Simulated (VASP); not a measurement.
# CuO (C2/c) in VASP: single point with PBEsol

Aim: the single point of CuO with PBEsol.

Program: VASP 6.6.1. These are calculated values, not measurements. Logs are shortened: lines on timing, memory, paths and dates and some standing lists are left out, and cuts for length are marked.

## 1. The cell of the first run

The typed cell holds 4 atoms: a = 2.894 Å, b = 2.894 Å, c = 5.092 Å, α = 90.01°, β = 90.01°, γ = 89.77°.

## 2. Single point, PBEsol

File INCAR:

```
PREC = Accurate
ENCUT = 520
EDIFF = 1E-7
ISMEAR = 0
SIGMA = 0.1
LREAL = F
LASPH = T
NELM = 100
ALGO = Normal
ISIF = 2
LWAVE = F
LCHARG = F
GGA = PS
NBANDS = 25
```

File KPOINTS:

```
regular mesh
0
Gamma
  16 16 8
```

File POSCAR:

```
CuO
1.0
    2.0443484968     -2.0423153521      0.1596152581
    2.0443484968      2.0423153521      0.1596152581
   -0.3973116670      0.0000000000      5.0765003258
Cu O
2 2
Direct
    0.0000000000      0.5000000000      0.0000000000
    0.5000000000      0.0000000000      0.5000000000
    0.5000398670      0.4999601330      0.2500000000
    0.4999601330      0.5000398670      0.7500000000
```

Potentials or basis: VASP PAW PBE potentials, release 64 (Cu, O).

The run is started by

```bash
cat potpaw_PBE.64/Cu/POTCAR potpaw_PBE.64/O/POTCAR > POTCAR
mpirun -np 1 vasp_std > vasp.out
```

OUTCAR:

```text
PREC = Accurate
   ENCUT = 520
   EDIFF = 1E-7
   ISMEAR = 0
   LREAL = F
   LASPH = T
   NELM = 100
   ISIF = 2
   GGA = PS

 ion  position               nearest neighbor table
   1  0.000  0.500  0.000-   3 1.93   4 1.93   4 1.93   3 1.93
   2  0.500  0.000  0.500-   4 1.93   3 1.93   4 1.93   3 1.93
   3  0.500  0.500  0.250-   2 1.93   1 1.93   2 1.93   1 1.93
   4  0.500  0.500  0.750-   1 1.93   2 1.93   2 1.93   1 1.93

  LATTYP: Found a base centered monoclinic cell.
 ALAT       =     4.1011402351
 B/A-ratio  =     0.9959744047
 C/A-ratio  =     1.2416118620
 COS(beta)  =    -0.0001873859

  Lattice vectors:

 A1 = (   2.0443484968,  -2.0423153521,   0.1596152581)
 A2 = (   2.0443484968,   2.0423153521,   0.1596152581)
 A3 = (  -0.3973116670,   0.0000000000,   5.0765003258)

Analysis of symmetry for initial positions (statically):
=====================================================================
 Subroutine PRICEL returns:
 Original cell was already a primitive cell.

 Routine SETGRP: Setting up the symmetry group for a
 base centered monoclinic supercell.

 Subroutine GETGRP returns: Found  4 space group operations
 (whereof  2 operations were pure point group operations)
 out of a pool of  4 trial point group operations.

The static configuration has the point symmetry S_2 .
 The point group associated with its full space group is C_2h.

Analysis of symmetry for dynamics (positions and initial velocities):
=====================================================================
 Subroutine PRICEL returns:
 Original cell was already a primitive cell.

 Routine SETGRP: Setting up the symmetry group for a
 base centered monoclinic supercell.

 Subroutine GETGRP returns: Found  4 space group operations
 (whereof  2 operations were pure point group operations)
 out of a pool of  4 trial point group operations.

The dynamic configuration has the point symmetry S_2 .
 The point group associated with its full space group is C_2h.

 Subroutine INISYM returns: Found  4 space group operations
 (whereof  2 operations are pure point group operations),
 and found     1 'primitive' translations

----------------------------------------------------------------------------------------

                                     Primitive cell
[... 92 lines left out ...]
   LASPH  =      T    aspherical Exc in radial PAW
   ENCUT  =  520.0 eV  38.22 Ry    6.18 a.u.   5.38  5.38  9.47*2*pi/ulx,y,z
   NELM   =    100;   NELMIN=  2; NELMDL= -5     # of ELM steps
   EDIFF  = 0.1E-06   stopping-criterion for ELM
   LREAL  =      F    real-space projection
   EDIFFG = 0.1E-05   stopping-criterion for IOM
   NSW    =      0    number of steps for IOM
   IBRION =     -1    ionic relax: 0-MD 1-quasi-New 2-CG
   NFREE  =      0    steps in history (QN), initial steepest desc. (CG)
   ISIF   =      2    stress and relaxation
   ISYM   =      2    0-nonsym 1-usesym 2-fastsym
   POTIM  = 0.5000    time-step for ionic-motion
   TEBEG  =    0.0;   TEEND  =   0.0 temperature during run
   PSTRESS=    0.0 pullay stress
   NELECT =      34.0000    total number of electrons
   NUPDOWN=      -1.0000    fix difference up-down
   EMIN   =  10.00;   EMAX   =-10.00  energy-range for DOS
   EFERMI =   0.00;   METHOD = LEGACY
   ISMEAR =     0;   SIGMA  =   0.10  broadening in eV -4-tet -1-fermi 0-gaus
   EFERMI_NEDOS =   21; number of points for ismear=-14 and -15
   IALGO  =     38    algorithm
   IMIX   =      4    mixing-type and parameters
     AMIX     =   0.40;   BMIX     =  1.00
     AMIX_MAG =   1.60;   BMIX_MAG =  1.00
  volume/ion in A,a.u.               =      10.66        71.95
  Fermi-wavevector in a.u.,A,eV,Ry     =   1.517965  2.868538 31.350798  2.304219
  Thomas-Fermi vector in A             =   2.627150
   LORBIT       =      0    0 simple, 1 ext, 2 COOP (PROOUT), +10 PAW based schemes
   GGA     = PS    functional components
   LHFCALC =     F    Hartree Fock is set to
   AEXX    =    0.0000 exact exchange contribution
   IVDW    =     0    specifies the selected vdW correction
   LEPSILON=     F    determine dielectric tensor
   LRPA    =     F    only Hartree local field effects (RPA)
 non-spin polarized calculation
 Gauss-broadening in eV      SIGMA  =   0.10
  energy-cutoff  :      520.00
  volume of cell :       42.65
 maximum number of plane-waves:      1175
 NGX is ok and might be reduce to    24
   NGX = 11   NGY = 11   NGZ = 19

 number of electron      33.9999966 magnetization

 Free energy of the ion-electron system (eV)
  ---------------------------------------------------
  ext. energy  EPLUGINS =         0.00000000
  ---------------------------------------------------
  free energy    TOTEN  =       -21.48268845 eV

  energy without entropy =      -21.47067210  energy(sigma->0) =      -21.47668027

 E-fermi :   5.2325     XC(G=0): -11.8068

 val. band max:        5.2316249580   @ k =  -0.3125   0.4375   0.3750
 cond. band min:       5.2359502831   @ k =   0.4375   0.3750   0.3750
 fundamental gap:      0.0043253251
 Fermi energy:         5.2324644525

 k-point     1 :       0.0000    0.0000    0.0000
  band No.  band energies     occupation
      1     -14.8617      2.00000
      2     -13.4278      2.00000
      3      -3.3361      2.00000
      4      -0.5048      2.00000
      5      -0.4961      2.00000
      6       1.2531      2.00000
[... 661 lines left out ...]
     24      20.0303      0.00000
     25      20.1260      0.00000

 [... further k-points ...]

------------------------ aborting loop because EDIFF is reached ----------------------------------------

  FORCE on cell =-STRESS in cart. coord.  units (eV):
  Direction    XX          YY          ZZ          XY          YZ          ZX
  --------------------------------------------------------------------------------------
  -------------------------------------------------------------------------------------
  Total        0.1608193      0.1723174      0.2861121      0.0000000      0.0000000     -0.0087526
  in kB        6.0413071      6.4732421     10.7480297      0.0000000      0.0000000     -0.3287981
  external PRESSURE =       7.7541930 kB  Pullay stress =       0.0000000 kB

 VOLUME and BASIS-vectors are now :
 -----------------------------------------------------------------------------
  energy-cutoff  :      520.00
  volume of cell :       42.65
      direct lattice vectors                 reciprocal lattice vectors
     2.044348497 -2.042315352  0.159615258     0.243091254 -0.244820174  0.019025507
     2.044348497  2.042315352  0.159615258     0.243091254  0.244820174  0.019025507
    -0.397311667  0.000000000  5.076500326    -0.015286544  0.000000000  0.195789700

 POSITION                                       TOTAL-FORCE (eV/Angst)
 -----------------------------------------------------------------------------------
      1.02217      1.02116      0.07981        -0.000000      0.000000     -0.000000
      0.82352     -1.02116      2.61806        -0.000000     -0.000000     -0.000000
      1.94502     -0.00016      1.42874        -0.000000     -0.000296     -0.000000
      1.74636      0.00016      3.96699         0.000000      0.000296      0.000000
 -----------------------------------------------------------------------------------
    total drift:                                0.000000      0.000000     -0.000000

  FREE ENERGIE OF THE ION-ELECTRON SYSTEM (eV)
  ---------------------------------------------------
  free  energy   TOTEN  =       -21.4826884539 eV

  energy  without entropy=      -21.4706720960  energy(sigma->0) =      -21.47668027
```

OSZICAR:

```text
N       E                     dE             d eps       ncg     rms          rms(c)
DAV:   1     0.297435849705E+03    0.29744E+03   -0.16332E+04 29198   0.212E+03
DAV:   2     0.106389759793E+02   -0.28680E+03   -0.26418E+03 28088   0.395E+02
DAV:   3    -0.263595503641E+02   -0.36999E+02   -0.35068E+02 35014   0.157E+02
DAV:   4    -0.276257445636E+02   -0.12662E+01   -0.12592E+01 34339   0.310E+01
DAV:   5    -0.276506074902E+02   -0.24863E-01   -0.24850E-01 36074   0.385E+00    0.179E+01
DAV:   6    -0.253550973816E+02    0.22955E+01   -0.39564E+01 39810   0.160E+02    0.138E+01
DAV:   7    -0.214343423526E+02    0.39208E+01   -0.10735E+01 33895   0.118E+02    0.252E+00
DAV:   8    -0.215271236042E+02   -0.92781E-01   -0.14956E+00 29338   0.823E+00    0.165E+00
DAV:   9    -0.214876883304E+02    0.39435E-01   -0.55180E-02 41284   0.596E+00    0.497E-01
DAV:  10    -0.214841629584E+02    0.35254E-02   -0.12814E-02 38608   0.136E+00    0.386E-01
DAV:  11    -0.214826537373E+02    0.15092E-02   -0.70520E-03 42038   0.809E-01    0.602E-02
DAV:  12    -0.214826670688E+02   -0.13331E-04   -0.44222E-04 40215   0.253E-01    0.446E-02
DAV:  13    -0.214826898635E+02   -0.22795E-04   -0.29350E-05 39126   0.639E-02    0.970E-03
DAV:  14    -0.214826887852E+02    0.10783E-05   -0.21478E-06 43261   0.383E-02    0.626E-03
DAV:  15    -0.214826884446E+02    0.34058E-06   -0.22643E-06 42983   0.160E-02    0.494E-04
DAV:  16    -0.214826884539E+02   -0.92928E-08   -0.81531E-08 17057   0.281E-03
   1 F= -.21482688E+02 E0= -.21476680E+02  d E =-.120164E-01
```

It took 7.5 min on 1 thread of Intel Xeon 6975P-C, shared host; peak memory 0.56 GiB.

What came out:

```
Free energy            : -21.4827 eV
Pressure               : 0.8 GPa
Band gap on the k mesh : zero (band 17 reaches 5.92 eV, above the bottom of band 18 at 4.71 eV)
```

Caveat: the PAW data sets were made with another functional, which shifts forces and pressure a little; semilocal functionals often make such compounds metallic where correlation or magnetic order opens a gap, which also shifts bond lengths.
